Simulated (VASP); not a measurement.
# InPd (R-3m) in VASP: single point with r2SCAN

Aim: the single point of InPd with r2SCAN.

Everything below comes from runs of VASP 6.6.1. Logs are shortened: lines on timing, memory, paths and dates and some standing lists are left out, and cuts for length are marked.

## (1) The cell of the first run

The structure is trigonal, space group R-3m (No. 166). The conventional cell has a = 5.830 Å, b = 5.830 Å, c = 3.570 Å, α = 90.00°, β = 90.00°, γ = 120.00°. In (site symmetry -3m) has 2 Pd at 1.79 Å within 2.4 Å. Within 2.4 Å of Pd (site symmetry -3m) lie 2 In at 1.79 Å.

## (2) Single point, r2SCAN

POSCAR reads:

```
InPd
1.0
    3.4352637560     -0.6870527512     -0.6870527512
   -0.6870527512      3.4352637560     -0.6870527512
   -0.6870527512     -0.6870527512      3.4352637560
In Pd
1 1
Direct
    0.0000000000      0.0000000000      0.0000000000
    0.5000000000      0.5000000000      0.5000000000
```

INCAR.step1 reads:

```
ALGO = Normal
EDIFF = 1E-4
ENCUT = 520
GGA = PE
ISMEAR = 0
LASPH = True
LCHARG = False
LREAL = False
LWAVE = True
NBANDS = 18
NELM = 100
PREC = Accurate
SIGMA = 0.15
```

INCAR.step2 reads:

```
ALGO = Normal
EDIFF = 1E-6
ENCUT = 520
ISIF = 2
ISMEAR = 0
ISTART = 1
LASPH = True
LCHARG = True
LELF = True
LMIXTAU = True
LREAL = False
LVHAR = True
LWAVE = False
METAGGA = R2SCAN
NBANDS = 18
NELM = 100
PREC = Accurate
SIGMA = 0.15
```

KPOINTS reads:

```
k-points
0
Gamma
  16 16 16
```

Potentials or basis: VASP PAW PBE potentials, release 64 (In_d, Pd).

Command:

```bash
$ cat potpaw_PBE.64/In_d/POTCAR potpaw_PBE.64/Pd/POTCAR > POTCAR
$ cp INCAR.step1 INCAR
$ mpirun -np 1 vasp_std > vasp.out
$ cp INCAR.step2 INCAR
$ mpirun -np 1 vasp_std > vasp.out
```

OUTCAR:

```text
EDIFF = 1E-6
   ENCUT = 520
   ISIF = 2
   ISMEAR = 0
   ISTART = 1
   LASPH = True
   LREAL = False
   METAGGA = R2SCAN
   NELM = 100
   PREC = Accurate

 ion  position               nearest neighbor table
   1  0.000  0.000  0.000-   2 1.79   2 1.79   2 3.42   2 3.42   2 3.42   2 3.42   2 3.42   2 3.42

   2  0.500  0.500  0.500-   1 1.79   1 1.79   1 3.42   1 3.42   1 3.42   1 3.42   1 3.42   1 3.42

 -----------------------------------------------------------------------------
|                                                                             |
|           W    W    AA    RRRRR   N    N  II  N    N   GGGG   !!!           |
|           W    W   A  A   R    R  NN   N  II  NN   N  G    G  !!!           |
|           W    W  A    A  R    R  N N  N  II  N N  N  G       !!!           |
|           W WW W  AAAAAA  RRRRR   N  N N  II  N  N N  G  GGG   !            |
|           WW  WW  A    A  R   R   N   NN  II  N   NN  G    G                |
|           W    W  A    A  R    R  N    N  II  N    N   GGGG   !!!           |
|                                                                             |
|     The distance between some ions is very small. Please check the          |
|     nearest-neighbor list in the OUTCAR file.                               |
|     I HOPE YOU KNOW WHAT YOU ARE DOING!                                     |
|                                                                             |
 -----------------------------------------------------------------------------

  LATTYP: Found a body centered cubic cell.
 ALAT       =     4.1223165072

  Lattice vectors:

 A1 = (   3.4352637560,  -0.6870527512,  -0.6870527512)
 A2 = (  -0.6870527512,   3.4352637560,  -0.6870527512)
 A3 = (  -0.6870527512,  -0.6870527512,   3.4352637560)

Analysis of symmetry for initial positions (statically):
=====================================================================
 Subroutine PRICEL returns:
 Original cell was already a primitive cell.

 Routine SETGRP: Setting up the symmetry group for a
 body centered cubic supercell.

 Subroutine GETGRP returns: Found 12 space group operations
 (whereof 12 operations were pure point group operations)
 out of a pool of 48 trial point group operations.

The static configuration has the point symmetry D_3d.

Analysis of symmetry for dynamics (positions and initial velocities):
=====================================================================
 Subroutine PRICEL returns:
 Original cell was already a primitive cell.

 Routine SETGRP: Setting up the symmetry group for a
 body centered cubic supercell.

 Subroutine GETGRP returns: Found 12 space group operations
 (whereof 12 operations were pure point group operations)
 out of a pool of 48 trial point group operations.

The dynamic configuration has the point symmetry D_3d.

 Subroutine INISYM returns: Found 12 space group operations
 (whereof 12 operations are pure point group operations),
 and found     1 'primitive' translations

----------------------------------------------------------------------------------------

                                     Primitive cell

  volume of cell :      35.0263

  direct lattice vectors                    reciprocal lattice vectors
     3.435263756 -0.687052751 -0.687052751     0.323442737  0.080860684  0.080860684
    -0.687052751  3.435263756 -0.687052751     0.080860684  0.323442737  0.080860684
    -0.687052751 -0.687052751  3.435263756     0.080860684  0.080860684  0.323442737

  length of vectors
     3.570030818  3.570030818  3.570030818     0.343062829  0.343062829  0.343062829

  position of ions in fractional coordinates (direct lattice)
     0.000000000  0.000000000  0.000000000
     0.500000000  0.500000000  0.500000000

  ion indices of the primitive-cell ions
   primitive index   ion index
                 1           1
                 2           2

----------------------------------------------------------------------------------------

 KPOINTS: k-points

Automatic generation of k-mesh.
 Grid dimensions read from file:
 generate k-points for:   16   16   16

 Generating k-lattice:

  Cartesian coordinates                     Fractional coordinates (reciprocal lattice)
     0.020215171  0.005053793  0.005053793     0.062500000  0.000000000  0.000000000
     0.005053793  0.020215171  0.005053793     0.000000000  0.062500000  0.000000000
     0.005053793  0.005053793  0.020215171     0.000000000  0.000000000  0.062500000

  Length of vectors
     0.021441427  0.021441427  0.021441427

  Shift w.r.t. Gamma in fractional coordinates (k-lattice)
     0.000000000  0.000000000  0.000000000

 Subroutine IBZKPT returns following result:
 ===========================================

 Found    417 irreducible k-points:

 Following reciprocal coordinates:
            Coordinates               Weight
  0.000000  0.000000  0.000000      1.000000
  0.062500 -0.000000  0.000000      6.000000
  0.062500  0.000000 -0.062500      6.000000
  0.125000 -0.000000  0.000000      6.000000
  0.125000  0.000000 -0.125000      6.000000
  0.187500  0.000000  0.000000      6.000000
[... 16 lines left out ...]
  0.187500 -0.062500  0.000000     12.000000
  0.187500 -0.125000 -0.062500     12.000000
 [... further k-points ...]
   k-points           NKPTS =    417   k-points in BZ     NKDIM =    417   number of bands    NBANDS=     18
   number of dos      NEDOS =    301   number of ions     NIONS =      2
   total plane-waves  NPLWV =  21952
   dimension x,y,z NGX =    28 NGY =   28 NGZ =   28
   dimension x,y,z NGXF=    56 NGYF=   56 NGZF=   56
   ions per type =               1   1
   NGX,Y,Z   is equivalent  to a cutoff of  13.04, 13.04, 13.04 a.u.
   NGXF,Y,Z  is equivalent  to a cutoff of  26.08, 26.08, 26.08 a.u.
 SYSTEM =  unknown system
   PREC   = accura    normal or accurate (medium, high low for compatibility)
   ISTART =      1    job   : 0-new  1-cont  2-samecut
   ICHARG =      0    charge: 1-file 2-atom 10-const
   ISPIN  =      1    spin polarized calculation?
   LNONCOLLINEAR =      F non collinear calculations
   LSORBIT =      F    spin-orbit coupling
   LASPH  =      T    aspherical Exc in radial PAW
   ENCUT  =  520.0 eV  38.22 Ry    6.18 a.u.   6.64  6.64  6.64*2*pi/ulx,y,z
   NELM   =    100;   NELMIN=  2; NELMDL=  0     # of ELM steps
   EDIFF  = 0.1E-05   stopping-criterion for ELM
   LREAL  =      F    real-space projection
   EDIFFG = 0.1E-04   stopping-criterion for IOM
   NSW    =      0    number of steps for IOM
   IBRION =     -1    ionic relax: 0-MD 1-quasi-New 2-CG
   NFREE  =      0    steps in history (QN), initial steepest desc. (CG)
   ISIF   =      2    stress and relaxation
   ISYM   =      2    0-nonsym 1-usesym 2-fastsym
   POTIM  = 0.5000    time-step for ionic-motion
   TEBEG  =    0.0;   TEEND  =   0.0 temperature during run
   PSTRESS=    0.0 pullay stress
   NELECT =      23.0000    total number of electrons
   NUPDOWN=      -1.0000    fix difference up-down
   EMIN   =  10.00;   EMAX   =-10.00  energy-range for DOS
   EFERMI =   0.00;   METHOD = LEGACY
   ISMEAR =     0;   SIGMA  =   0.15  broadening in eV -4-tet -1-fermi 0-gaus
   EFERMI_NEDOS =   21; number of points for ismear=-14 and -15
   IALGO  =     38    algorithm
   IMIX   =      4    mixing-type and parameters
     AMIX     =   0.40;   BMIX     =  1.00
     AMIX_MAG =   1.60;   BMIX_MAG =  1.00
  volume/ion in A,a.u.               =      17.51       118.18
  Fermi-wavevector in a.u.,A,eV,Ry     =   1.422938  2.688964 27.548447  2.024754
  Thomas-Fermi vector in A             =   2.543589
   LORBIT       =      0    0 simple, 1 ext, 2 COOP (PROOUT), +10 PAW based schemes
   METAGGA = R2SCAN    functional components
   LHFCALC =     F    Hartree Fock is set to
   AEXX    =    0.0000 exact exchange contribution
   IVDW    =     0    specifies the selected vdW correction
   LEPSILON=     F    determine dielectric tensor
   LRPA    =     F    only Hartree local field effects (RPA)
 non-spin polarized calculation
 Gauss-broadening in eV      SIGMA  =   0.15
  energy-cutoff  :      520.00
  volume of cell :       35.03
 maximum number of plane-waves:       962
   NGX = 13   NGY = 13   NGZ = 13

 number of electron      22.9999993 magnetization

 Free energy of the ion-electron system (eV)
  ---------------------------------------------------
  ext. energy  EPLUGINS =         0.00000000
  ---------------------------------------------------
  free energy    TOTEN  =       -29.30908249 eV

  energy without entropy =      -29.30248430  energy(sigma->0) =      -29.30578340

 E-fermi :  10.8353     XC(G=0): -12.6338

 val. band max:       10.8139424787   @ k =  -0.3750  -0.4375   0.1250
 cond. band min:      10.8587742361   @ k =  -0.3750   0.5000   0.2500
 fundamental gap:      0.0448317574
 Fermi energy:        10.8353346513

 k-point     1 :       0.0000    0.0000    0.0000
  band No.  band energies     occupation
      1      -9.4291      2.00000
      2      -7.7899      2.00000
      3      -7.7899      2.00000
      4      -5.6216      2.00000
      5      -5.6216      2.00000
      6       0.6041      2.00000
[... 10 lines left out ...]
     17      21.4737      0.00000
     18      23.6778      0.00000

 k-point     2 :       0.0625   -0.0000    0.0000
  band No.  band energies     occupation
      1      -9.3468      2.00000
      2      -7.7535      2.00000
      3      -7.7526      2.00000
      4      -5.6209      2.00000
      5      -5.6158      2.00000
      6       0.6865      2.00000
[... 10 lines left out ...]
     17      21.1761      0.00000
     18      24.1475      0.00000

 k-point     3 :       0.0625    0.0000   -0.0625
  band No.  band energies     occupation
      1      -9.4284      2.00000
      2      -7.7890      2.00000
      3      -7.7861      2.00000
      4      -5.6239      2.00000
      5      -5.6150      2.00000
      6       0.6802      2.00000
[... 412 lines left out ...]
 k-point    23 :       0.1875   -0.0625    0.0000
  band No.  band energies     occupation
      1      -9.1049      2.00000
      2      -7.6435      2.00000
      3      -7.6354      2.00000
      4      -5.6264      2.00000
      5      -5.5802      2.00000
      6       1.1532      2.00000
[... 10 lines left out ...]
     17      21.6754      0.00000
     18      25.2638      0.00000

 k-point    24 :       0.1875   -0.1250   -0.0625
  band No.  band energies     occupation
      1      -9.4242      2.00000
      2      -7.7835      2.00000
      3      -7.7661      2.00000
      4      -5.6351      2.00000
      5      -5.5800      2.00000
      6       1.1301      2.00000
[... 10 lines left out ...]
     17      21.6570      0.00000
     18      24.7924      0.00000

 [... further k-points ...]
[... 5 lines left out ...]
  --------------------------------------------------------------------------------------
  -------------------------------------------------------------------------------------
  Total       36.2840354     36.2840354     36.2840354     36.0777250     36.0777250     36.0777250
  in kB     1659.7098049   1659.7098049   1659.7098049   1650.2727246   1650.2727246   1650.2727246
  external PRESSURE =    1659.7098049 kB  Pullay stress =       0.0000000 kB

 VOLUME and BASIS-vectors are now :
 -----------------------------------------------------------------------------
  energy-cutoff  :      520.00
  volume of cell :       35.03
      direct lattice vectors                 reciprocal lattice vectors
     3.435263756 -0.687052751 -0.687052751     0.323442737  0.080860684  0.080860684
    -0.687052751  3.435263756 -0.687052751     0.080860684  0.323442737  0.080860684
    -0.687052751 -0.687052751  3.435263756     0.080860684  0.080860684  0.323442737

 POSITION                                       TOTAL-FORCE (eV/Angst)
 -----------------------------------------------------------------------------------
      0.00000      0.00000      0.00000        -0.000000      0.000000      0.000000
      1.03058      1.03058      1.03058         0.000000     -0.000000     -0.000000
 -----------------------------------------------------------------------------------
    total drift:                               -0.000000      0.000000      0.000000

  FREE ENERGIE OF THE ION-ELECTRON SYSTEM (eV)
  ---------------------------------------------------
  free  energy   TOTEN  =       -29.3090824940 eV

  energy  without entropy=      -29.3024842985  energy(sigma->0) =      -29.30578340
```

Wall time 8.6 min (1 thread of Intel Xeon Platinum 8488C (Sapphire Rapids), shared host); peak memory 0.39 GiB.

Results:

| Quantity | Value |
| --- | --- |
| Free energy | -29.3091 eV |
| Pressure | 166.0 GPa |

Stress tensor (GPa, compression positive):
```
165.97 165.03 165.03
165.03 165.97 165.03
165.03 165.03 165.97
```

Caveat: the PAW data sets were made with another functional, which shifts forces and pressure a little; spin-orbit coupling is left out, which moves the levels of the heavy elements.
